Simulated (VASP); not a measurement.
Input of a VASP 6.6.1 run:

The input INCAR:

```
PREC = Accurate
ENCUT = 520
EDIFF = 1E-6
ISMEAR = -1
SIGMA = 0.1
LREAL = False
LASPH = True
NELM = 60
ALGO = Normal
ISIF = 2
LWAVE = False
LCHARG = True
GGA = PE
LELF = True
LVHAR = True
NBANDS = 14
```

Contents of KPOINTS:

```
regular mesh
0
Gamma
  10 10 10
```

The input POSCAR:

```
I
1.0
    0.0000000000      3.4635166325      3.4635166325
    3.4635166325      0.0000000000      3.4635166325
    3.4635166325      3.4635166325      0.0000000000
I
2
Direct
   -0.1250000000     -0.1250000000     -0.1250000000
    0.1250000000      0.1250000000      0.1250000000
```

Potentials or basis: VASP PAW PBE potentials, release 64 (I).

The run is started by

```console
$ cat potpaw_PBE.64/I/POTCAR > POTCAR
$ mpirun -np 1 vasp_std > vasp.out
```

(1) Predict the band gap on the k mesh.

(2) What does it give for the pressure?

Answers

(1) zero (band 7 reaches 4.80 eV, above the bottom of band 8 at 2.34 eV).

(2) 10.3 GPa.

Caveat: spin-orbit coupling is left out, which moves the levels of the heavy elements.
